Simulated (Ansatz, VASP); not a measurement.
BP: VASP beside Ansatz

The input INCAR:

```
SYSTEM = BP
  PREC = Accurate
  ENCUT = 520
  EDIFF = 1E-6
  ISMEAR = -1
  SIGMA = 0.08
  LREAL = .False.
  LASPH = .True.
  NELM = 80
  ALGO = Normal
  ISIF = 2
  LWAVE = .False.
  LCHARG = .False.
  GGA = PE
  NBANDS = 11
```

Contents of KPOINTS:

```
Automatic mesh
0
Gamma
  12 12 12
  0 0 0
```

The input POSCAR:

```
BP
1.0
    0.0000000000      2.3062033336      2.3062033336
    2.3062033336      0.0000000000      2.3062033336
    2.3062033336      2.3062033336      0.0000000000
B P
1 1
Direct
    0.0000000000      0.0000000000      0.0000000000
    0.7500000000      0.7500000000      0.7500000000
```

Input for Ansatz:

```yaml
crystal:
  lattice:
    - [0.0, 2.3062033336, 2.3062033336]
    - [2.3062033336, 0.0, 2.3062033336]
    - [2.3062033336, 2.3062033336, 0.0]
  atoms:
    - { symbol: B, position: [0.0, 0.0, 0.0] }
    - { symbol: P, position: [0.75, 0.75, 0.75] }
kpoints:
  mp_grid: { grid: [12, 12, 12] }
scf:
  occupations: { method: fermi_dirac, width: 0.08 }
hamiltonian:
  xc: pbe
  pseudopotentials: { kind: all_electron, lapw: { basis_error: 0.0005 } }
output:
  forces: true
  stress: true
  eigenvalues: true
```

Change from the starting cell: volume scaled by 1.05.

Alike in both runs: task single point; functional PBE; k mesh 12 × 12 × 12; occupations fermi-dirac, width 0.08 eV; no spin polarisation.

|  | VASP | Ansatz |
| --- | --- | --- |
| version | VASP 6.6.1 | Ansatz 0.2.0 |
| potentials or method | VASP PAW PBE potentials, release 64 (B, P), cutoff 520 eV | all-electron LAPW, scalar-relativistic |

```csv
,VASP,Ansatz,Ansatz less VASP
pressure (GPa),-6.5,-6.3,+0.16
```

Ansatz ran all-electron here, and VASP with PAW potentials.
